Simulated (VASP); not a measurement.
# HfN (P-6m2) in VASP: further runs, part 2 of 2

VASP 6.6.1. Earlier steps stand in the parts before.

### Step 5. Single point, RPBE

This run uses another cell than the first one, of 11.92 Å³/atom.

The input, INCAR:

```
PREC     = Accurate       # precision mode
ENCUT    = 520            # plane-wave cutoff, eV
EDIFF    = 1E-7           # SCF threshold, eV
ISMEAR   = 0              # smearing method
SIGMA    = 0.05           # smearing width, eV
LREAL    = F              # projectors in reciprocal space
LASPH    = T              # aspherical terms in the spheres
NELM     = 100            # most SCF steps
ALGO     = Normal         # electronic algorithm
ISIF     = 2              # what is computed and relaxed
LWAVE    = F              # write WAVECAR
LCHARG   = F              # write CHGCAR
GGA      = RP             # functional
NBANDS   = 14             # bands
```

The input, KPOINTS:

```
regular mesh
0
Gamma
  12 12 12
```

The input, POSCAR:

```
HfN
1.0
    3.0854334487      0.0000000000      0.0000000000
   -1.5427167244      2.6720637483      0.0000000000
    0.0000000000      0.0000000000      2.8908649372
Hf N
1 1
Direct
    0.0000000000      0.0000000000      0.0000000000
    0.6666666667      0.3333333333      0.5000000000
```

Potentials or basis: VASP PAW PBE potentials, release 64 (Hf_pv, N).

Launch:

```console
$ cat potpaw_PBE.64/Hf_pv/POTCAR potpaw_PBE.64/N/POTCAR > POTCAR
$ mpirun -np 1 vasp_std > vasp.out
```

OUTCAR:

```text
PREC = Accurate
   ENCUT = 520
   EDIFF = 1E-7
   ISMEAR = 0
   LREAL = F
   LASPH = T
   NELM = 100
   ISIF = 2
   GGA = RP

 ion  position               nearest neighbor table
   1  0.000  0.000  0.000-   2 2.29   2 2.29   2 2.29   2 2.29   2 2.29   2 2.29
   2  0.667  0.333  0.500-   1 2.29   1 2.29   1 2.29   1 2.29   1 2.29   1 2.29

  LATTYP: Found a hexagonal cell.
 ALAT       =     3.0854334487
 C/A-ratio  =     0.9369396505

  Lattice vectors:

 A1 = (   3.0854334487,   0.0000000000,   0.0000000000)
 A2 = (  -1.5427167244,   2.6720637483,   0.0000000000)
 A3 = (   0.0000000000,   0.0000000000,   2.8908649372)

Analysis of symmetry for initial positions (statically):
=====================================================================
 Subroutine PRICEL returns:
 Original cell was already a primitive cell.

 Routine SETGRP: Setting up the symmetry group for a
 hexagonal supercell.

 Subroutine GETGRP returns: Found 12 space group operations
 (whereof 12 operations were pure point group operations)
 out of a pool of 24 trial point group operations.

[... 167 lines left out ...]
 fundamental gap:      0.0151854065
 Fermi energy:         7.1047308226

 k-point     1 :       0.0000    0.0000    0.0000
  band No.  band energies     occupation
      1     -23.1619      2.00000
      2     -23.1619      2.00000
      3     -22.9503      2.00000
      4      -9.1577      2.00000
      5       3.6158      2.00000
      6       3.6158      2.00000
      7       4.8228      2.00000
      8       5.4946      2.00000
      9       9.2437      0.00000
     10      12.0593      0.00000
     11      12.0593      0.00000
     12      13.1623      0.00000
     13      13.1623      0.00000
     14      20.2797      0.00000
[... 377 lines left out ...]
      1     -23.8742      2.00000
      2     -23.3110      2.00000
      3     -22.9345      2.00000
      4      -7.6833      2.00000
      5       0.9843      2.00000
      6       3.8712      2.00000
      7       4.4773      2.00000
      8       5.9776      2.00000
      9      10.9852      0.00000
     10      11.9576      0.00000
     11      12.8952      0.00000
     12      13.5415      0.00000
     13      14.5573      0.00000
     14      20.2775      0.00000

 [... further k-points ...]
[... 5 lines left out ...]
  --------------------------------------------------------------------------------------
  -------------------------------------------------------------------------------------
  Total        0.8771753      0.8771753      1.1111777     -0.0000000      0.0000000      0.0000000
  in kB       58.9666127     58.9666127     74.6970221     -0.0000000      0.0000000      0.0000000
  external PRESSURE =      64.2100825 kB  Pullay stress =       0.0000000 kB

 VOLUME and BASIS-vectors are now :
 -----------------------------------------------------------------------------
  energy-cutoff  :      520.00
  volume of cell :       23.83
      direct lattice vectors                 reciprocal lattice vectors
     3.085433449  0.000000000  0.000000000     0.324103571  0.187121284  0.000000000
    -1.542716724  2.672063748  0.000000000     0.000000000  0.374242568  0.000000000
     0.000000000  0.000000000  2.890864937     0.000000000  0.000000000  0.345917233

 POSITION                                       TOTAL-FORCE (eV/Angst)
 -----------------------------------------------------------------------------------
      0.00000      0.00000      0.00000         0.000000      0.000000      0.000000
      1.54272      0.89069      1.44543        -0.000000     -0.000000      0.000000
 -----------------------------------------------------------------------------------
    total drift:                               -0.000000      0.000000      0.000000

  FREE ENERGIE OF THE ION-ELECTRON SYSTEM (eV)
  ---------------------------------------------------
  free  energy   TOTEN  =       -19.9897207313 eV

  energy  without entropy=      -19.9870502899  energy(sigma->0) =      -19.98838551
```

OSZICAR:

```text
N       E                     dE             d eps       ncg     rms          rms(c)
DAV:   1     0.399191504226E+02    0.39919E+02   -0.78479E+03  3732   0.101E+03
DAV:   2    -0.208518522353E+02   -0.60771E+02   -0.56994E+02  4764   0.233E+02
DAV:   3    -0.228896462285E+02   -0.20378E+01   -0.20294E+01  4468   0.354E+01
DAV:   4    -0.228981038792E+02   -0.84577E-02   -0.84554E-02  4426   0.265E+00
DAV:   5    -0.228981647746E+02   -0.60895E-04   -0.60895E-04  4528   0.192E-01    0.478E+01
DAV:   6    -0.200774577107E+02    0.28207E+01   -0.66738E+00  4192   0.212E+01    0.394E+01
DAV:   7    -0.200108657084E+02    0.66592E-01   -0.43835E-01  4738   0.601E+00    0.245E+01
DAV:   8    -0.199949810818E+02    0.15885E-01   -0.11047E-01  4906   0.284E+00    0.529E+00
DAV:   9    -0.199897487754E+02    0.52323E-02   -0.14252E-02  4228   0.942E-01    0.165E+00
DAV:  10    -0.199897748619E+02   -0.26087E-04   -0.10497E-03  4888   0.315E-01    0.510E-01
DAV:  11    -0.199897199657E+02    0.54896E-04   -0.10046E-04  4534   0.101E-01    0.482E-02
DAV:  12    -0.199897209908E+02   -0.10251E-05   -0.82572E-06  4636   0.242E-02    0.121E-02
DAV:  13    -0.199897208099E+02    0.18090E-06   -0.21997E-07  4406   0.403E-03    0.427E-03
DAV:  14    -0.199897207313E+02    0.78642E-07   -0.42213E-08  3200   0.178E-03
   1 F= -.19989721E+02 E0= -.19988386E+02  d E =-.267044E-02
```

stdout:

```text
POSCAR found type information on POSCAR HfN
 POSCAR found :  2 types and       2 ions
 scaLAPACK will be used
 -----------------------------------------------------------------------------
|                                                                             |
|                                                                             |
|     You enforced a specific xc type in the INCAR file but a different       |
|     I HOPE YOU KNOW WHAT YOU ARE DOING!                                     |
|                                                                             |
 -----------------------------------------------------------------------------

 LDA part: xc-table for (Slater+PW92), standard interpolation
 POSCAR, INCAR and KPOINTS ok, starting setup
 FFT: planning ... GRIDC
 FFT: planning ... GRID_SOFT
 FFT: planning ... GRID
 WAVECAR not read
 entering main loop
```

It took 47 s on 1 thread of Intel Xeon 8259CL, shared host; peak memory 0.17 GiB.

What came out:

```
Free energy            : -19.9897 eV
Pressure               : 6.4 GPa
Band gap on the k mesh : zero (an odd number of electrons rules out a gap without spin polarisation)
```

Stress tensor (GPa, compression positive):
```
5.90 0.00 0.00
0.00 5.90 0.00
0.00 0.00 7.47
```

Caveat: the cell stands under pressure; the PAW data sets were made with another functional, which shifts forces and pressure a little; spin-orbit coupling is left out, which moves the levels of the heavy elements.

### Step 6. Overview

```csv
task,level,cell,k mesh,cutoff (eV),gap on the mesh (eV),pressure (GPa)
single point,PBE,"a = 3.097, b = 3.097, c = 2.913 Å, angles 90.0, 90.0, 120.0°, 2 atoms",8 × 8 × 6,520,none,-2.0
relaxation of cell and atoms,PBE,"relaxed from a = 3.003, b = 3.003, c = 2.931 Å, angles 90.0, 90.0, 120.0°, 2 atoms",8 × 8 × 6,600,none,0.1
single point,PBE,"a = 3.085, b = 3.085, c = 2.891 Å, angles 90.0, 90.0, 120.0°, 2 atoms",12 × 12 × 12,520,none,2.0
single point,RPBE,"a = 3.085, b = 3.085, c = 2.891 Å, angles 90.0, 90.0, 120.0°, 2 atoms",12 × 12 × 12,520,none,6.4
```

Alike in all rows: potentials or basis VASP PAW PBE potentials, release 64 (Hf_pv, N); no spin polarisation; smearing gaussian 0.05 eV.

Caveats: spin-orbit coupling is left out, which moves the levels of the heavy elements; the cell stands under pressure (at least some runs); the PAW data sets were made with another functional, which shifts forces and pressure a little (at least some runs).

Total energies depend on the potentials used, so only differences within one code and one set of settings carry meaning.

The gap in the log of VASP goes by the Fermi energy; the results here count the filled bands.